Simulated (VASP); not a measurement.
# SrTiO3 (Pm-3m) in VASP: single point with LDA

Aim: the single point of SrTiO3 with LDA.

Program: VASP 6.6.1. These are calculated values, not measurements. Logs are shortened: lines on timing, memory, paths and dates and some standing lists are left out, and cuts for length are marked.

### 1 The cell of the first run

The structure is cubic, space group Pm-3m (No. 221). Conventional cell: a = 3.855 Å, b = 3.855 Å, c = 3.855 Å, α = 90.00°, β = 90.00°, γ = 90.00°. Within 3.6 Å of Sr (site symmetry m-3m) lie 12 O at 2.73 Å and 8 Ti at 3.34 Å. Ti (site symmetry m-3m) has 6 O at 1.93 Å within 2.6 Å. O (site symmetry 4/mmm) has 2 Ti at 1.93 Å within 2.6 Å.

### 2 Single point, LDA

Input file INCAR:

```
SYSTEM = SrTiO3
  PREC = Accurate
  ENCUT = 1340
  EDIFF = 1E-6
  ISMEAR = 0
  SIGMA = 0.1
  LREAL = .False.
  LASPH = .True.
  NELM = 120
  ALGO = Normal
  ISIF = 2
  LWAVE = .False.
  LCHARG = .False.
  NBANDS = 28
  GGA_COMPAT = .False.
```

Input file KPOINTS:

```
regular mesh
0
Gamma
  6 6 6
  0 0 0
```

Input file POSCAR:

```
SrTiO3
1.0
    3.8545763383      0.0000000000      0.0000000000
    0.0000000000      3.8545763383      0.0000000000
    0.0000000000      0.0000000000      3.8545763383
Sr Ti O
1 1 3
Direct
    0.0000000000      0.0000000000      0.0000000000
    0.5000000000      0.5000000000      0.5000000000
    0.5000000000      0.0000000000      0.5000000000
    0.5000000000      0.5000000000      0.0000000000
    0.0000000000      0.5000000000      0.5000000000
```

Potentials or basis: VASP PAW LDA potentials, release 64 (Sr_sv, Ti_sv, O_h).

Launch:

```sh
$ cat potpaw_LDA.64/Sr_sv/POTCAR potpaw_LDA.64/Ti_sv/POTCAR potpaw_LDA.64/O_h/POTCAR > POTCAR
$ mpirun -np 1 vasp_std > vasp.out
```

OUTCAR:

```text
SYSTEM = SrTiO3
   PREC = Accurate
   ENCUT = 1340
   EDIFF = 1E-6
   ISMEAR = 0
   LREAL = .False.
   LASPH = .True.
   NELM = 120
   ISIF = 2

 ion  position               nearest neighbor table
   1  0.000  0.000  0.000-   3 2.73   4 2.73   5 2.73   3 2.73   5 2.73   4 2.73   5 2.73   5 2.73
                             3 2.73   4 2.73   3 2.73   4 2.73   2 3.34   2 3.34   2 3.34   2 3.34
   2  0.500  0.500  0.500-   3 1.93   4 1.93   5 1.93   4 1.93   3 1.93   5 1.93   1 3.34   1 3.34
                             1 3.34   1 3.34   1 3.34   1 3.34   1 3.34   1 3.34
   3  0.500  0.000  0.500-   2 1.93   2 1.93   1 2.73   1 2.73   1 2.73   1 2.73
   4  0.500  0.500  0.000-   2 1.93   2 1.93   1 2.73   1 2.73   1 2.73   1 2.73
   5  0.000  0.500  0.500-   2 1.93   2 1.93   1 2.73   1 2.73   1 2.73   1 2.73

  LATTYP: Found a simple cubic cell.
 ALAT       =     3.8545763383

  Lattice vectors:

 A1 = (   3.8545763383,   0.0000000000,   0.0000000000)
 A2 = (   0.0000000000,   3.8545763383,   0.0000000000)
 A3 = (   0.0000000000,   0.0000000000,   3.8545763383)

Analysis of symmetry for initial positions (statically):
=====================================================================
 Subroutine PRICEL returns:
 Original cell was already a primitive cell.

 Routine SETGRP: Setting up the symmetry group for a
 simple cubic supercell.

 Subroutine GETGRP returns: Found 48 space group operations
 (whereof 48 operations were pure point group operations)
 out of a pool of 48 trial point group operations.

The static configuration has the point symmetry O_h .

Analysis of symmetry for dynamics (positions and initial velocities):
=====================================================================
 Subroutine PRICEL returns:
 Original cell was already a primitive cell.

 Routine SETGRP: Setting up the symmetry group for a
 simple cubic supercell.

 Subroutine GETGRP returns: Found 48 space group operations
 (whereof 48 operations were pure point group operations)
 out of a pool of 48 trial point group operations.

The dynamic configuration has the point symmetry O_h .

 Subroutine INISYM returns: Found 48 space group operations
 (whereof 48 operations are pure point group operations),
 and found     1 'primitive' translations

----------------------------------------------------------------------------------------

                                     Primitive cell

  volume of cell :      57.2704

  direct lattice vectors                    reciprocal lattice vectors
     3.854576338  0.000000000  0.000000000     0.259431884  0.000000000  0.000000000
     0.000000000  3.854576338  0.000000000     0.000000000  0.259431884  0.000000000
     0.000000000  0.000000000  3.854576338     0.000000000  0.000000000  0.259431884

  length of vectors
     3.854576338  3.854576338  3.854576338     0.259431884  0.259431884  0.259431884

  position of ions in fractional coordinates (direct lattice)
     0.000000000  0.000000000  0.000000000
     0.500000000  0.500000000  0.500000000
     0.500000000  0.000000000  0.500000000
     0.500000000  0.500000000  0.000000000
     0.000000000  0.500000000  0.500000000

  ion indices of the primitive-cell ions
   primitive index   ion index
                 1           1
                 2           2
                 3           3
                 4           4
                 5           5

----------------------------------------------------------------------------------------

 KPOINTS: regular mesh

Automatic generation of k-mesh.
 Grid dimensions read from file:
 generate k-points for:    6    6    6

 Generating k-lattice:

  Cartesian coordinates                     Fractional coordinates (reciprocal lattice)
     0.043238647  0.000000000  0.000000000     0.166666667  0.000000000  0.000000000
     0.000000000  0.043238647  0.000000000     0.000000000  0.166666667  0.000000000
     0.000000000  0.000000000  0.043238647     0.000000000  0.000000000  0.166666667

  Length of vectors
     0.043238647  0.043238647  0.043238647

  Shift w.r.t. Gamma in fractional coordinates (k-lattice)
     0.000000000  0.000000000  0.000000000

 Subroutine IBZKPT returns following result:
 ===========================================

 Found     20 irreducible k-points:

 Following reciprocal coordinates:
            Coordinates               Weight
  0.000000  0.000000  0.000000      1.000000
  0.166667  0.000000  0.000000      6.000000
  0.333333  0.000000  0.000000      6.000000
  0.500000  0.000000  0.000000      3.000000
  0.166667  0.166667  0.000000     12.000000
  0.333333  0.166667  0.000000     24.000000
[... 12 lines left out ...]
  0.500000  0.500000  0.333333      6.000000
  0.500000  0.500000  0.500000      1.000000
   k-points           NKPTS =     20   k-points in BZ     NKDIM =     20   number of bands    NBANDS=     28
   number of dos      NEDOS =    301   number of ions     NIONS =      5
   total plane-waves  NPLWV = 110592
   dimension x,y,z NGX =    48 NGY =   48 NGZ =   48
   dimension x,y,z NGXF=    96 NGYF=   96 NGZF=   96
   ions per type =               1   1   3
   NGX,Y,Z   is equivalent  to a cutoff of  20.70, 20.70, 20.70 a.u.
   NGXF,Y,Z  is equivalent  to a cutoff of  41.40, 41.40, 41.40 a.u.
 SYSTEM =  SrTiO3
   PREC   = accura    normal or accurate (medium, high low for compatibility)
   ISTART =      0    job   : 0-new  1-cont  2-samecut
   ICHARG =      2    charge: 1-file 2-atom 10-const
   ISPIN  =      1    spin polarized calculation?
   LNONCOLLINEAR =      F non collinear calculations
   LSORBIT =      F    spin-orbit coupling
   LASPH  =      T    aspherical Exc in radial PAW
   ENCUT  = 1340.0 eV  98.49 Ry    9.92 a.u.  11.50 11.50 11.50*2*pi/ulx,y,z
   NELM   =    120;   NELMIN=  2; NELMDL= -5     # of ELM steps
   EDIFF  = 0.1E-05   stopping-criterion for ELM
   LREAL  =      F    real-space projection
   EDIFFG = 0.1E-04   stopping-criterion for IOM
   NSW    =      0    number of steps for IOM
   IBRION =     -1    ionic relax: 0-MD 1-quasi-New 2-CG
   NFREE  =      0    steps in history (QN), initial steepest desc. (CG)
   ISIF   =      2    stress and relaxation
   ISYM   =      2    0-nonsym 1-usesym 2-fastsym
   POTIM  = 0.5000    time-step for ionic-motion
   TEBEG  =    0.0;   TEEND  =   0.0 temperature during run
   PSTRESS=    0.0 pullay stress
   NELECT =      40.0000    total number of electrons
   NUPDOWN=      -1.0000    fix difference up-down
   EMIN   =  10.00;   EMAX   =-10.00  energy-range for DOS
   EFERMI =   0.00;   METHOD = LEGACY
   ISMEAR =     0;   SIGMA  =   0.10  broadening in eV -4-tet -1-fermi 0-gaus
   EFERMI_NEDOS =   21; number of points for ismear=-14 and -15
   IALGO  =     38    algorithm
   IMIX   =      4    mixing-type and parameters
     AMIX     =   0.40;   BMIX     =  1.00
     AMIX_MAG =   1.60;   BMIX_MAG =  1.00
  volume/ion in A,a.u.               =      11.45        77.30
  Fermi-wavevector in a.u.,A,eV,Ry     =   1.452507  2.744840 28.705246  2.109776
  Thomas-Fermi vector in A             =   2.569881
   LORBIT       =      0    0 simple, 1 ext, 2 COOP (PROOUT), +10 PAW based schemes
   GGA     = CA    functional components
   LHFCALC =     F    Hartree Fock is set to
   AEXX    =    0.0000 exact exchange contribution
   IVDW    =     0    specifies the selected vdW correction
   LEPSILON=     F    determine dielectric tensor
   LRPA    =     F    only Hartree local field effects (RPA)
 non-spin polarized calculation
 Gauss-broadening in eV      SIGMA  =   0.10
  energy-cutoff  :     1340.00
  volume of cell :       57.27
 maximum number of plane-waves:      6432
 NGX is ok and might be reduce to    48
   NGX = 23   NGY = 23   NGZ = 23

 number of electron      40.0000004 magnetization

 Free energy of the ion-electron system (eV)
  ---------------------------------------------------
  ext. energy  EPLUGINS =         0.00000000
  ---------------------------------------------------
  free energy    TOTEN  =       -44.20477381 eV

  energy without entropy =      -44.20477381  energy(sigma->0) =      -44.20477381

 E-fermi :   5.2018     XC(G=0): -12.0049

 val. band max:        4.6109659224   @ k =   0.5000   0.5000   0.5000
 cond. band min:       6.4308880334   @ k =   0.0000   0.0000   0.0000
 fundamental gap:      1.8199221109
 Fermi energy:         5.2017935474

 k-point     1 :       0.0000    0.0000    0.0000
  band No.  band energies     occupation
      1     -50.9562      2.00000
      2     -27.7663      2.00000
      3     -27.6361      2.00000
      4     -27.6361      2.00000
      5     -27.6361      2.00000
      6     -12.6576      2.00000
[... 20 lines left out ...]
     27       9.8836      0.00000
     28      10.9611      0.00000

 k-point     2 :       0.1667    0.0000    0.0000
  band No.  band energies     occupation
      1     -50.9557      2.00000
      2     -27.7954      2.00000
      3     -27.6351      2.00000
      4     -27.6351      2.00000
      5     -27.6212      2.00000
      6     -12.6918      2.00000
[... 20 lines left out ...]
     27      10.3818      0.00000
     28      11.6247      0.00000

 k-point     3 :       0.3333    0.0000    0.0000
  band No.  band energies     occupation
      1     -50.9547      2.00000
      2     -27.8466      2.00000
      3     -27.6331      2.00000
      4     -27.6331      2.00000
      5     -27.5977      2.00000
      6     -12.8590      2.00000
[... 20 lines left out ...]
     27      11.4765      0.00000
     28      12.7752      0.00000

 k-point     4 :       0.5000    0.0000    0.0000
  band No.  band energies     occupation
      1     -50.9542      2.00000
      2     -27.8705      2.00000
      3     -27.6322      2.00000
      4     -27.6322      2.00000
      5     -27.5875      2.00000
      6     -12.9608      2.00000
[... 454 lines left out ...]
     27      12.6954      0.00000
     28      13.1561      0.00000

 k-point    19 :       0.5000    0.5000    0.3333
  band No.  band energies     occupation
      1     -50.9507      2.00000
      2     -27.7172      2.00000
      3     -27.7172      2.00000
      4     -27.6943      2.00000
      5     -27.6934      2.00000
      6     -11.3752      2.00000
[... 20 lines left out ...]
     27      12.8584      0.00000
     28      13.4671      0.00000

 k-point    20 :       0.5000    0.5000    0.5000
  band No.  band energies     occupation
      1     -50.9503      2.00000
      2     -27.7159      2.00000
      3     -27.7159      2.00000
      4     -27.7159      2.00000
      5     -27.6874      2.00000
      6     -11.1537      2.00000
[... 20 lines left out ...]
     27      13.4673      0.00000
     28      13.4673      0.00000

------------------------ aborting loop because EDIFF is reached ----------------------------------------

  FORCE on cell =-STRESS in cart. coord.  units (eV):
  Direction    XX          YY          ZZ          XY          YZ          ZX
  --------------------------------------------------------------------------------------
  -------------------------------------------------------------------------------------
  Total        0.3000485      0.3000485      0.3000485     -0.0000000     -0.0000000      0.0000000
  in kB        8.3940617      8.3940617      8.3940617     -0.0000000     -0.0000000      0.0000000
  external PRESSURE =       8.3940617 kB  Pullay stress =       0.0000000 kB

 VOLUME and BASIS-vectors are now :
 -----------------------------------------------------------------------------
  energy-cutoff  :     1340.00
  volume of cell :       57.27
      direct lattice vectors                 reciprocal lattice vectors
     3.854576338  0.000000000  0.000000000     0.259431884  0.000000000  0.000000000
     0.000000000  3.854576338  0.000000000     0.000000000  0.259431884  0.000000000
     0.000000000  0.000000000  3.854576338     0.000000000  0.000000000  0.259431884

 POSITION                                       TOTAL-FORCE (eV/Angst)
 -----------------------------------------------------------------------------------
      0.00000      0.00000      0.00000         0.000000      0.000000      0.000000
      1.92729      1.92729      1.92729         0.000000      0.000000      0.000000
      1.92729      0.00000      1.92729         0.000000      0.000000      0.000000
      1.92729      1.92729      0.00000         0.000000      0.000000      0.000000
      0.00000      1.92729      1.92729         0.000000      0.000000      0.000000
 -----------------------------------------------------------------------------------
    total drift:                                0.000000     -0.000000     -0.000000

  FREE ENERGIE OF THE ION-ELECTRON SYSTEM (eV)
  ---------------------------------------------------
  free  energy   TOTEN  =       -44.2047738101 eV

  energy  without entropy=      -44.2047738101  energy(sigma->0) =      -44.20477381
```

Wall time 3.4 min (1 thread of AMD EPYC 7R43 (Zen 3), shared host); peak memory 0.3 GiB.

Results:

```yaml
Free_energy: -44.2048 eV
Pressure: 0.8 GPa
Band_gap_on_the_k_mesh: 1.82 eV (least direct gap 2.15 eV)
```

A k mesh can miss the band edges.
